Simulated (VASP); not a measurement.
Here is a VASP 6.6.1 calculation.

Contents of INCAR:

```
SYSTEM = Al4Ni3Pd
ALGO     = Fast           ! electronic algorithm
EDIFF    = 1E-7           ! SCF threshold, eV
EDIFFG   = -0.01          ! ionic threshold
ENCUT    = 600            ! plane-wave cutoff, eV
GGA      = PE             ! functional
IBRION   = 2              ! ionic algorithm
ISIF     = 3              ! what is computed and relaxed
ISMEAR   = 0              ! smearing method
LASPH    = .TRUE.         ! aspherical terms in the spheres
LCHARG   = .FALSE.        ! write CHGCAR
LREAL    = .FALSE.        ! projectors in reciprocal space
LWAVE    = .FALSE.        ! write WAVECAR
NELM     = 80             ! most SCF steps
NSW      = 100            ! ionic steps
PREC     = Accurate       ! precision mode
SIGMA    = 0.1            ! smearing width, eV
```

KPOINTS

```
k-points
0
G
  10 10 6
  0 0 0
```

POSCAR

```
Al4Ni3Pd
1.0
    4.1559453923      0.0000000000      0.0000000000
    0.0000000000      4.1559453923      0.0000000000
    0.0000000000      0.0000000000      5.9153705609
Al Ni Pd
4 3 1
Direct
    0.5000000000      0.0000000000      0.7377611294
    0.5000000000      0.0000000000      0.2622388706
    0.0000000000      0.5000000000      0.7377611294
    0.0000000000      0.5000000000      0.2622388706
    0.0000000000      0.0000000000      0.5000000000
    0.0000000000      0.0000000000      0.0000000000
    0.5000000000      0.5000000000      0.5000000000
    0.5000000000      0.5000000000      0.0000000000
```

Potentials or basis: VASP PAW PBE potentials, release 64 (Al, Ni, Pd).

The run is started by

```sh
$ cat potpaw_PBE.64/Al/POTCAR potpaw_PBE.64/Ni/POTCAR potpaw_PBE.64/Pd/POTCAR > POTCAR
$ mpirun -np 1 vasp_std > vasp.out
```

Problem. Predict the relaxed cell.

Solution. a = 4.147 Å, b = 4.147 Å, c = 5.937 Å, α = 90.00°, β = 90.00°, γ = 90.00°.

Problem. Predict the relaxed volume.

Solution. 12.76 Å³/atom.

Problem. Predict the space group after relaxing (to 0.1 Å).

Solution. P4/mmm (No. 123).

Problem. What does it give for the band gap on the k mesh?

Solution. Zero (bands 26 and 27 overlap by 2.77 eV).

Step by step:
```tsv
step	energy change (eV)	largest force (eV/Å)	pressure (GPa)	volume (Å³)
1	0.0000	0.1127	-0.13	102.17
2	-0.0022	0.0404	0.11	102.02
3	-0.0025	0.0009	0.24	101.93
4	-0.0026	0.0154	-0.19	102.22
5	-0.0027	0.0104	-0.02	102.12
6	-0.0027	0.0113	-0.08	102.14
7	-0.0027	0.0109	-0.08	102.13
8	-0.0027	0.0105	-0.06	102.12
9	-0.0028	0.0088	-0.03	102.12
```

Spin polarisation is off, so any magnetic state and its effect on volume and gap are missing.
